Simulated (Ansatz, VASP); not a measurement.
## Two plane-wave programs on C

```xyz
16
Lattice="-2.4264 2.4264 2.4264 2.4264 -2.4264 2.4264 4.8528 4.8528 0.0000" Properties=species:S:1:pos:R:3 pbc="T T T"
C    -0.7893    0.7893    0.7893
C     1.6371    3.2157    3.2157
C     1.6371    1.6371    1.6371
C     4.0635    4.0635    4.0635
C     0.7893   -0.7893    0.7893
C     3.2157    1.6371    3.2157
C     0.7893    0.7893    4.0635
C     3.2157    3.2157    1.6371
C     1.6371   -1.6371    1.6371
C     1.6371    3.2157    1.6371
C     0.7893    0.7893    0.7893
C     3.2157    3.2157    3.2157
C    -1.6371    1.6371    1.6371
C     3.2157    1.6371    1.6371
C     1.6371    1.6371    3.2157
C     4.0635    4.0635    0.7893
```

Alike in both runs: task single point; functional PBEsol; k mesh 6 × 6 × 4; occupations gaussian, width 0.05 eV; no spin polarisation.

|  | VASP | Ansatz |
| --- | --- | --- |
| version | VASP 6.6.1 | Ansatz 0.2.0 |
| potentials or method | VASP PAW PBE potentials, release 64 (C), cutoff 520 eV | scalar-relativistic, plane waves, PAW |
| valence electrons in the cell | 64 | 64 |

|  | VASP | Ansatz | Ansatz less VASP |
| --- | --- | --- | --- |
| gap on the k mesh at the Fermi level (eV) | 2.90 | 2.90 | +0.007 |
| least direct gap on the mesh (eV) | 3.70 | 3.70 | +0.004 |
| pressure (GPa) | 0.8 | 0.0 | -0.77 |
| rms of the force components (eV/Å) | 0.021 | 0.000 | -0.0204 |

VASP's potentials were made for PBE, not for PBEsol. Atom by atom the forces differ by 0.020 eV/Å (rms over components).
